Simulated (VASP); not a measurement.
A run of VASP 6.6.1 is set up as follows.

The input POSCAR:

```
ZnS
1.0
    0.0000000000      2.6945314216      2.6945314216
    2.6945314216      0.0000000000      2.6945314216
    2.6945314216      2.6945314216      0.0000000000
Zn S
1 1
Direct
    0.2500000000      0.2500000000      0.2500000000
    0.0000000000      0.0000000000      0.0000000000
```

INCAR.step1

```
PREC = Accurate
ENCUT = 520
ISMEAR = 0
SIGMA = 0.02
LREAL = F
LASPH = T
NELM = 100
NBANDS = 16
GGA = PE
ALGO = Normal
EDIFF = 1E-4
LWAVE = T
LCHARG = F
```

INCAR.step2

```
PREC = Accurate
ENCUT = 520
EDIFF = 1E-7
ISMEAR = 0
SIGMA = 0.02
LREAL = F
LASPH = T
NELM = 100
ALGO = Normal
ISIF = 2
LWAVE = F
LCHARG = F
METAGGA = R2SCAN
LMIXTAU = T
NBANDS = 16
ISTART = 1
```

The input KPOINTS:

```
Automatic mesh
0
Gamma
  8 8 8
```

Potentials or basis: VASP PAW PBE potentials, release 64 (Zn, S).

The run is started by

```bash
$ cat potpaw_PBE.64/Zn/POTCAR potpaw_PBE.64/S/POTCAR > POTCAR
$ cp INCAR.step1 INCAR
$ mpirun -np 1 vasp_std > vasp.out
$ cp INCAR.step2 INCAR
$ mpirun -np 1 vasp_std > vasp.out
```

Q: Predict the pressure.

A: 0.0 GPa.

Q: Predict the band gap on the k mesh.

A: 2.71 eV, direct.

Caveat: the PAW data sets were made with another functional, which shifts forces and pressure a little.

**The experiment to reproduce.**

“Electronic, vibrational, and thermodynamic properties of ZnS (zincblende and rocksalt structure)”, 2009, arxiv:0911.5022 quotes, for a bulk crystal of ZnS at 19 K: band gap 3.85 eV (direct).

Measured gap of ZnS: 3.85 eV (direct; 19 K; quoted in “Electronic, vibrational, and thermodynamic properties of ZnS (zincblende and rocksalt structure)”, 2009, arxiv:0911.5022). This calculation gives 2.71 eV (-1.14 eV). The value is that of r2SCAN, without temperature or zero-point motion.
